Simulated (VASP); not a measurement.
# PrBe3Si (I4mm) in VASP: further runs

PrBe3Si is run at these levels: PBE; tasks: single point.

Program: VASP 6.6.1. These are calculated values, not measurements. Logs are shortened: lines on timing, memory, paths and dates and some standing lists are left out, and cuts for length are marked.

## Step 1: The cell of the first run

Symmetry: I4mm, No. 107, tetragonal system. Conventional cell: a = 3.799 Å, b = 3.799 Å, c = 8.963 Å, α = 90.00°, β = 90.00°, γ = 90.00°. Within 3.8 Å of Pr (site symmetry 4mm) lie 13 Be at 2.90 to 3.33 Å and 5 Si at 2.91 to 3.36 Å and 4 Pr at 3.80 Å. Within 3.0 Å of Be (site symmetry 4mm) lie 4 Be at 2.16 Å and 1 Si at 2.27 Å and 4 Pr at 2.92 Å. Within 3.0 Å of Be (site symmetry 2mm) lie 6 Be at 2.16 to 2.69 Å and 2 Si at 2.23 Å and 4 Pr at 2.90 to 2.98 Å. Within 3.0 Å of Si (site symmetry 4mm) lie 5 Be at 2.23 to 2.27 Å and 4 Pr at 2.91 Å.

## Step 2: Single point, PBE (12.94 Å³/atom)

INCAR

```
SYSTEM = PrBe3Si
PREC = Accurate
ENCUT = 600
EDIFF = 1E-6
ISMEAR = 0
SIGMA = 0.1
LREAL = .False.
LASPH = .True.
NELM = 200
ALGO = Normal
ISIF = 2
LWAVE = .False.
LCHARG = .False.
GGA = PE
NBANDS = 18
GGA_COMPAT = .False.
LMAXMIX = 6
```

KPOINTS

```
regular mesh
0
Gamma
  12 12 12
  0 0 0
```

POSCAR

```
PrBe3Si
1.0
   -1.8994234228      1.8994234228      4.4817459197
    1.8994234228     -1.8994234228      4.4817459197
    1.8994234228      1.8994234228     -4.4817459197
Pr Be Si
1 3 1
Direct
    0.0212586729      0.0212586729      0.0000000000
    0.3930498086      0.3930498086      0.0000000000
    0.2772862677      0.7772862677      0.5000000000
    0.7772862677      0.2772862677      0.5000000000
    0.6461189934      0.6461189934      0.0000000000
```

Potentials or basis: VASP PAW PBE potentials, release 64 (Pr_3, Be, Si), 4f in core.

Launch:

```console
> cat potpaw_PBE.64/Pr_3/POTCAR potpaw_PBE.64/Be/POTCAR potpaw_PBE.64/Si/POTCAR > POTCAR
> mpirun -np 1 vasp_std > vasp.out
```

OUTCAR:

```text
SYSTEM = PrBe3Si
   PREC = Accurate
   ENCUT = 600
   EDIFF = 1E-6
   ISMEAR = 0
   LREAL = .False.
   LASPH = .True.
   NELM = 200
   ISIF = 2
   GGA = PE

 ion  position               nearest neighbor table
   1  0.021  0.021  0.000-   3 2.90   4 2.90   4 2.90   3 2.90   5 2.91   5 2.91   5 2.91   5 2.91
                             2 2.92   2 2.92   2 2.92   2 2.92   3 2.98   4 2.98   4 2.98   3 2.98
   2  0.393  0.393  0.000-   3 2.16   4 2.16   3 2.16   4 2.16   5 2.27   1 2.92   1 2.92   1 2.92
                             1 2.92
   3  0.277  0.777  0.500-   2 2.16   2 2.16   5 2.23   5 2.23   1 2.90   1 2.90   1 2.98   1 2.98

   4  0.777  0.277  0.500-   2 2.16   2 2.16   5 2.23   5 2.23   1 2.90   1 2.90   1 2.98   1 2.98

   5  0.646  0.646  0.000-   3 2.23   4 2.23   3 2.23   4 2.23   2 2.27   1 2.91   1 2.91   1 2.91
                             1 2.91   1 3.36

  LATTYP: Found a body centered tetragonal cell.
 ALAT       =     3.7988468456
 C/A-ratio  =     2.3595296688

  Lattice vectors:

 A1 = (  -1.8994234228,   1.8994234228,   4.4817459197)
 A2 = (   1.8994234228,  -1.8994234228,   4.4817459197)
 A3 = (   1.8994234228,   1.8994234228,  -4.4817459197)

Analysis of symmetry for initial positions (statically):
=====================================================================
 Subroutine PRICEL returns:
 Original cell was already a primitive cell.

 Routine SETGRP: Setting up the symmetry group for a
 body centered tetragonal supercell.

 Subroutine GETGRP returns: Found  8 space group operations
 (whereof  8 operations were pure point group operations)
 out of a pool of 16 trial point group operations.

The static configuration has the point symmetry C_4v.

Analysis of symmetry for dynamics (positions and initial velocities):
=====================================================================
 Subroutine PRICEL returns:
 Original cell was already a primitive cell.

 Routine SETGRP: Setting up the symmetry group for a
 body centered tetragonal supercell.

 Subroutine GETGRP returns: Found  8 space group operations
 (whereof  8 operations were pure point group operations)
 out of a pool of 16 trial point group operations.

The dynamic configuration has the point symmetry C_4v.

 Subroutine INISYM returns: Found  8 space group operations
 (whereof  8 operations are pure point group operations),
 and found     1 'primitive' translations

----------------------------------------------------------------------------------------
[... 103 lines left out ...]
   IBRION =     -1    ionic relax: 0-MD 1-quasi-New 2-CG
   NFREE  =      0    steps in history (QN), initial steepest desc. (CG)
   ISIF   =      2    stress and relaxation
   ISYM   =      2    0-nonsym 1-usesym 2-fastsym
   POTIM  = 0.5000    time-step for ionic-motion
   TEBEG  =    0.0;   TEEND  =   0.0 temperature during run
   PSTRESS=    0.0 pullay stress
   NELECT =      21.0000    total number of electrons
   NUPDOWN=      -1.0000    fix difference up-down
   EMIN   =  10.00;   EMAX   =-10.00  energy-range for DOS
   EFERMI =   0.00;   METHOD = LEGACY
   ISMEAR =     0;   SIGMA  =   0.10  broadening in eV -4-tet -1-fermi 0-gaus
   EFERMI_NEDOS =   21; number of points for ismear=-14 and -15
   IALGO  =     38    algorithm
   IMIX   =      4    mixing-type and parameters
     AMIX     =   0.40;   BMIX     =  1.00
     AMIX_MAG =   1.60;   BMIX_MAG =  1.00
  volume/ion in A,a.u.               =      12.94        87.29
  Fermi-wavevector in a.u.,A,eV,Ry     =   1.125203  2.126326 17.226098  1.266082
  Thomas-Fermi vector in A             =   2.261879
   LORBIT       =      0    0 simple, 1 ext, 2 COOP (PROOUT), +10 PAW based schemes
   GGA     = PE    functional components
   LHFCALC =     F    Hartree Fock is set to
   AEXX    =    0.0000 exact exchange contribution
   IVDW    =     0    specifies the selected vdW correction
   LEPSILON=     F    determine dielectric tensor
   LRPA    =     F    only Hartree local field effects (RPA)
 non-spin polarized calculation
 Gauss-broadening in eV      SIGMA  =   0.10
  energy-cutoff  :      600.00
  volume of cell :       64.68
 maximum number of plane-waves:      2177
 NGX is ok and might be reduce to    42
   NGX = 21   NGY = 21   NGZ = 21

 number of electron      21.0000000 magnetization

 Free energy of the ion-electron system (eV)
  ---------------------------------------------------
  ext. energy  EPLUGINS =         0.00000000
  ---------------------------------------------------
  free energy    TOTEN  =       -22.23854608 eV

  energy without entropy =      -22.23268015  energy(sigma->0) =      -22.23561312

 E-fermi :   6.1510     XC(G=0): -10.8786

 val. band max:        6.1426896607   @ k =  -0.4167  -0.4167   0.1667
 cond. band min:       6.1584126093   @ k =  -0.1667  -0.4167   0.0833
 fundamental gap:      0.0157229486
 Fermi energy:         6.1510302882

 k-point     1 :       0.0000    0.0000    0.0000
  band No.  band energies     occupation
      1     -28.6358      2.00000
      2     -10.9922      2.00000
      3     -10.5933      2.00000
      4     -10.5933      2.00000
      5      -3.7271      2.00000
      6       1.7869      2.00000
[... 481 lines left out ...]
      5      -2.1664      2.00000
      6       0.6096      2.00000
[... 10 lines left out ...]
     17      12.4160      0.00000
     18      13.6133      0.00000

 [... further k-points ...]

------------------------ aborting loop because EDIFF is reached ----------------------------------------

  FORCE on cell =-STRESS in cart. coord.  units (eV):
  Direction    XX          YY          ZZ          XY          YZ          ZX
  --------------------------------------------------------------------------------------
  -------------------------------------------------------------------------------------
  Total        6.3686587      6.3686587      6.2999931      0.0000000      0.0000000     -0.0000000
  in kB      157.7639446    157.7639446    156.0629643      0.0000000      0.0000000     -0.0000000
  external PRESSURE =     157.1969511 kB  Pullay stress =       0.0000000 kB

 VOLUME and BASIS-vectors are now :
 -----------------------------------------------------------------------------
  energy-cutoff  :      600.00
  volume of cell :       64.68
      direct lattice vectors                 reciprocal lattice vectors
    -1.899423423  1.899423423  4.481745920     0.000000000  0.263237777  0.111563665
     1.899423423 -1.899423423  4.481745920     0.263237777  0.000000000  0.111563665
     1.899423423  1.899423423 -4.481745920     0.263237777  0.263237777  0.000000000

 POSITION                                       TOTAL-FORCE (eV/Angst)
 -----------------------------------------------------------------------------------
      0.00000      0.00000      0.19055         0.000000      0.000000      0.010386
      0.00000      0.00000      3.52310         0.000000      0.000000     -0.003928
      1.89942      0.00000      2.48545        -0.000000     -0.000000     -0.003588
      0.00000      1.89942      2.48545         0.000000      0.000000     -0.003588
      0.00000      0.00000      5.79148        -0.000000     -0.000000      0.000718
 -----------------------------------------------------------------------------------
    total drift:                               -0.000000     -0.000000     -0.000092

  FREE ENERGIE OF THE ION-ELECTRON SYSTEM (eV)
  ---------------------------------------------------
  free  energy   TOTEN  =       -22.2385460805 eV

  energy  without entropy=      -22.2326801544  energy(sigma->0) =      -22.23561312
```

OSZICAR:

```text
N       E                     dE             d eps       ncg     rms          rms(c)
DAV:   1     0.945051752331E+02    0.94505E+02   -0.99408E+03  5868   0.115E+03
DAV:   2    -0.175413167839E+02   -0.11205E+03   -0.10841E+03  6988   0.246E+02
DAV:   3    -0.226277960106E+02   -0.50865E+01   -0.50300E+01  9800   0.463E+01
DAV:   4    -0.227460161699E+02   -0.11822E+00   -0.11807E+00  7734   0.648E+00
DAV:   5    -0.227487845023E+02   -0.27683E-02   -0.27675E-02  9374   0.883E-01    0.825E+00
DAV:   6    -0.223400656663E+02    0.40872E+00   -0.61874E-01  7706   0.441E+00    0.478E+00
DAV:   7    -0.222442759237E+02    0.95790E-01   -0.29563E-01  9310   0.313E+00    0.909E-01
DAV:   8    -0.222388340863E+02    0.54418E-02   -0.22364E-02  7438   0.840E-01    0.280E-01
DAV:   9    -0.222385259507E+02    0.30814E-03   -0.18706E-03  9722   0.235E-01    0.105E-01
DAV:  10    -0.222385475825E+02   -0.21632E-04   -0.11825E-04  7296   0.911E-02    0.310E-02
DAV:  11    -0.222385462274E+02    0.13551E-05   -0.10903E-05  8532   0.217E-02    0.107E-02
DAV:  12    -0.222385460805E+02    0.14690E-06   -0.98579E-07  4502   0.608E-03
   1 F= -.22238546E+02 E0= -.22235613E+02  d E =-.586593E-02
```

stdout:

```text
POSCAR found type information on POSCAR PrBeSi
 POSCAR found :  3 types and       5 ions
 scaLAPACK will be used
 LDA part: xc-table for (Slater+PW92), standard interpolation
 POSCAR, INCAR and KPOINTS ok, starting setup
 FFT: planning ... GRIDC
 FFT: planning ... GRID_SOFT
 FFT: planning ... GRID
 WAVECAR not read
 entering main loop
```

Run time: 3.2 min. Hardware: 1 thread of Intel Xeon 6975P-C (Granite Rapids), shared host; peak memory 0.43 GiB.

Results:

| Property | Result |
| --- | --- |
| Free energy | -22.2385 eV |
| Pressure | 15.7 GPa |
| Largest force | 0.010 eV/Å |
| Band gap on the k mesh | zero (an odd number of electrons rules out a gap without spin polarisation) |

Forces on the atoms (eV/Å):
```
Pr   0.000  0.000  0.010
Be   0.000  0.000 -0.004
Be   0.000  0.000 -0.004
Be   0.000  0.000 -0.004
Si   0.000  0.000  0.001
```

Caveat: the cell stands under pressure; spin-orbit coupling is left out, which moves the levels of the heavy elements; the 4f electrons are frozen in the core, so they carry no moment and show no levels. Spin polarisation is off, so any magnetic state and its effect on volume and gap are missing.

## Step 3: Single point, PBE (13.38 Å³/atom)

This run uses another cell than the first one, of 13.38 Å³/atom.

INCAR

```
  ALGO = Normal
  EDIFF = 1E-6
  ENCUT = 600
  GGA = PE
  GGA_COMPAT = False
  ISIF = 2
  ISMEAR = 0
  LASPH = True
  LCHARG = False
  LMAXMIX = 6
  LREAL = False
  LWAVE = False
  NBANDS = 18
  NELM = 200
  PREC = Accurate
  SIGMA = 0.1
```

KPOINTS

```
k-points
0
Gamma
  12 12 12
```

POSCAR

```
PrBe3Si
1.0
   -1.9182828094      1.9182828094      4.5438528711
    1.9182828094     -1.9182828094      4.5438528711
    1.9182828094      1.9182828094     -4.5438528711
Pr Be Si
1 3 1
Direct
    0.0211123571      0.0211123571      0.0000000000
    0.3936979897      0.3936979897      0.0000000000
    0.2770338773      0.7770338773      0.5000000000
    0.7770338773      0.2770338773      0.5000000000
    0.6461219088      0.6461219088      0.0000000000
```

Potentials or basis: VASP PAW PBE potentials, release 64 (Pr_3, Be, Si), 4f in core.

Launch:

```console
> cat potpaw_PBE.64/Pr_3/POTCAR potpaw_PBE.64/Be/POTCAR potpaw_PBE.64/Si/POTCAR > POTCAR
> mpirun -np 1 vasp_std > vasp.out
```

OUTCAR:

```text
EDIFF = 1E-6
   ENCUT = 600
   GGA = PE
   ISIF = 2
   ISMEAR = 0
   LASPH = True
   LREAL = False
   NELM = 200
   PREC = Accurate

 ion  position               nearest neighbor table
   1  0.021  0.021  0.000-   3 2.93   4 2.93   4 2.93   3 2.93   5 2.94   5 2.94   5 2.94   5 2.94
                             2 2.95   2 2.95   2 2.95   2 2.95   3 3.01   4 3.01   4 3.01   3 3.01
   2  0.394  0.394  0.000-   3 2.19   4 2.19   3 2.19   4 2.19   5 2.29   1 2.95   1 2.95   1 2.95
                             1 2.95
   3  0.277  0.777  0.500-   2 2.19   2 2.19   5 2.26   5 2.26   1 2.93   1 2.93   1 3.01   1 3.01
[... 714 lines left out ...]
  -------------------------------------------------------------------------------------
  Total        4.5773364      4.5773364      4.5133462      0.0000000      0.0000000      0.0000000
  in kB      109.6513271    109.6513271    108.1184246      0.0000000      0.0000000      0.0000000
  external PRESSURE =     109.1403596 kB  Pullay stress =       0.0000000 kB

 VOLUME and BASIS-vectors are now :
 -----------------------------------------------------------------------------
  energy-cutoff  :      600.00
  volume of cell :       66.88
      direct lattice vectors                 reciprocal lattice vectors
    -1.918282809  1.918282809  4.543852871     0.000000000  0.260649784  0.110038774
     1.918282809 -1.918282809  4.543852871     0.260649784  0.000000000  0.110038774
     1.918282809  1.918282809 -4.543852871     0.260649784  0.260649784  0.000000000

 POSITION                                       TOTAL-FORCE (eV/Angst)
 -----------------------------------------------------------------------------------
      0.00000      0.00000      0.19186        -0.000000     -0.000000      0.011217
      0.00000      0.00000      3.57781        -0.000000     -0.000000     -0.003970
      1.91828      0.00000      2.51760        -0.000000      0.000000     -0.004078
      0.00000      1.91828      2.51760         0.000000     -0.000000     -0.004078
      0.00000      0.00000      5.87177        -0.000000     -0.000000      0.000909
 -----------------------------------------------------------------------------------
    total drift:                               -0.000000     -0.000000      0.000175

  FREE ENERGIE OF THE ION-ELECTRON SYSTEM (eV)
  ---------------------------------------------------
  free  energy   TOTEN  =       -22.4207855393 eV

  energy  without entropy=      -22.4147908075  energy(sigma->0) =      -22.41778817
```

OSZICAR:

```text
N       E                     dE             d eps       ncg     rms          rms(c)
DAV:   1     0.917498993689E+02    0.91750E+02   -0.98803E+03  5868   0.114E+03
DAV:   2    -0.177778203498E+02   -0.10953E+03   -0.10590E+03  6988   0.241E+02
DAV:   3    -0.227704422982E+02   -0.49926E+01   -0.49443E+01  9914   0.453E+01
DAV:   4    -0.228852583984E+02   -0.11482E+00   -0.11459E+00  7706   0.627E+00
DAV:   5    -0.228878072100E+02   -0.25488E-02   -0.25479E-02  9240   0.854E-01    0.781E+00
DAV:   6    -0.225150155311E+02    0.37279E+00   -0.57023E-01  7748   0.416E+00    0.453E+00
DAV:   7    -0.224261180111E+02    0.88898E-01   -0.27744E-01  9298   0.301E+00    0.844E-01
DAV:   8    -0.224210524227E+02    0.50656E-02   -0.21980E-02  7468   0.814E-01    0.251E-01
DAV:   9    -0.224207610875E+02    0.29134E-03   -0.16638E-03  9610   0.224E-01    0.981E-02
DAV:  10    -0.224207867041E+02   -0.25617E-04   -0.12093E-04  7380   0.909E-02    0.266E-02
DAV:  11    -0.224207856854E+02    0.10187E-05   -0.94400E-06  8830   0.197E-02    0.101E-02
DAV:  12    -0.224207855393E+02    0.14611E-06   -0.88651E-07  4370   0.568E-03
   1 F= -.22420786E+02 E0= -.22417788E+02  d E =-.599473E-02
```

stdout:

```text
POSCAR found type information on POSCAR PrBeSi
 POSCAR found :  3 types and       5 ions
 scaLAPACK will be used
 LDA part: xc-table for (Slater+PW92), standard interpolation
 POSCAR, INCAR and KPOINTS ok, starting setup
 FFT: planning ... GRIDC
 FFT: planning ... GRID_SOFT
 FFT: planning ... GRID
 WAVECAR not read
 entering main loop
```

It took 3.2 min on 1 thread of Intel Xeon 6975P-C (Granite Rapids), shared host; peak memory 0.44 GiB.

Results:

```
Free energy            : -22.4208 eV
Pressure               : 10.9 GPa
Largest force          : 0.011 eV/Å
Band gap on the k mesh : zero (an odd number of electrons rules out a gap without spin polarisation)
```

Forces in eV/Å, atoms in the order of the input:
```
Pr   0.000  0.000  0.011
Be   0.000  0.000 -0.004
Be   0.000  0.000 -0.004
Be   0.000  0.000 -0.004
Si   0.000  0.000  0.001
```

Caveat: the cell stands under pressure; spin-orbit coupling is left out, which moves the levels of the heavy elements; the 4f electrons are frozen in the core, so they carry no moment and show no levels. Spin polarisation is off, so any magnetic state and its effect on volume and gap are missing.

(Part 1 of 2 ends here.)
